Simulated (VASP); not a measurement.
Wanted: the native input for a VASP 6.6.1 run.

* Task: single point
* Functional: PBE
* Potentials or basis: VASP PAW PBE potentials, release 64 (Ca_sv, Se)
* Cutoff: 520 eV
* k mesh: 8 × 8 × 8
* Occupations: fermi-dirac, width 0.02 eV
* Spin: no spin polarisation
* Dipole correction: no
* Further INCAR settings: ALGO = Normal; EDIFF = 1e-06; NBANDS = 15

The structure of CaSe lies in POSCAR:

```
CaSe
1.0
   -0.0148376756      2.9675351104      2.9675351104
    2.9675351104     -0.0148376756      2.9675351104
    2.9526974348      2.9526974348      0.0000000000
Ca Se
1 1
Direct
    0.0000000000      0.0000000000      0.0000000000
    0.5000000000      0.5000000000      0.5000000000
```

This cell differs from its parent crystal: shear xy strain -1.0%.

The input as run:

INCAR

```
ALGO     = Normal         # electronic algorithm
EDIFF    = 1E-6           # SCF threshold, eV
ENCUT    = 520            # plane-wave cutoff, eV
GGA      = PE             # functional
ISIF     = 2              # what is computed and relaxed
ISMEAR   = -1             # smearing method
LASPH    = True           # aspherical terms in the spheres
LCHARG   = True           # write CHGCAR
LELF     = True           # ELF
LREAL    = False          # projectors in reciprocal space
LVHAR    = True         
LWAVE    = False          # write WAVECAR
NBANDS   = 15             # bands
NELM     = 100            # most SCF steps
PREC     = Accurate       # precision mode
SIGMA    = 0.02           # smearing width, eV
```

KPOINTS

```
k-points
0
Gamma
  8 8 8
```

Potentials or basis: VASP PAW PBE potentials, release 64 (Ca_sv, Se).

The run is started by

```console
$ cat potpaw_PBE.64/Ca_sv/POTCAR potpaw_PBE.64/Se/POTCAR > POTCAR
$ mpirun -np 1 vasp_std > vasp.out
```

Results of the run:

The pressure is 0.7 GPa. The band gap on the k mesh is 2.02 eV, indirect (least direct gap 2.93 eV).

Caveat: the cell differs from its parent crystal (shear xy strain -1.0%).

It took 29 s on 1 thread of Intel(R) Xeon(R) Platinum 8488C (Sapphire Rapids), with other jobs on the host, peak memory 0.23 GiB.
